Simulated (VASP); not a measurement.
The system is Sn.

```
Sn
1.0
    -1.89465    1.89465    1.89465
     1.89465   -1.89465    1.89465
     1.89465    1.89465   -1.89465
Sn
1
Direct
  0.00000 0.00000 0.00000
```

This isn't the form of Sn at room conditions, which is tetragonal (white tin).

| Item | Value |
| --- | --- |
| Program | VASP 6.6.1 |
| Task | relaxation of cell and atoms |
| Functional | PBEsol |
| Potentials or basis | VASP PAW PBE potentials, release 64 (Sn_d) |
| Cutoff | 600 eV |
| k mesh | 12 × 12 × 12 |
| Occupations | fermi-dirac, width 0.15 eV |
| Spin | no spin polarisation |

At the start: pressure -2.1 GPa; volume 27.20 Å³/atom.

Problem. Where does the relaxation end?

Solution. Over 3 steps the energy falls by 7.2 meV/atom and the volume is 26.12 Å³/atom (-4.0 %); space group Im-3m (No. 229, to 0.1 Å) before and after.

Step by step:
| step | energy change (eV) | largest force (eV/Å) | pressure (GPa) | volume (Å³) |
| --- | --- | --- | --- | --- |
| 1 | 0.0000 | 0.0000 | -2.05 | 27.20 |
| 2 | -0.0067 | 0.0000 | 0.58 | 25.86 |
| 3 | -0.0072 | 0.0000 | 0.01 | 26.12 |

Final structure:
```
CELL_PARAMETERS angstrom
-1.86920 1.86920 1.86920
1.86920 -1.86920 1.86920
1.86920 1.86920 -1.86920
ATOMIC_POSITIONS crystal
Sn 0.00000 0.00000 0.00000
```

Caveat: the PAW data sets were made with another functional, which shifts forces and pressure a little.
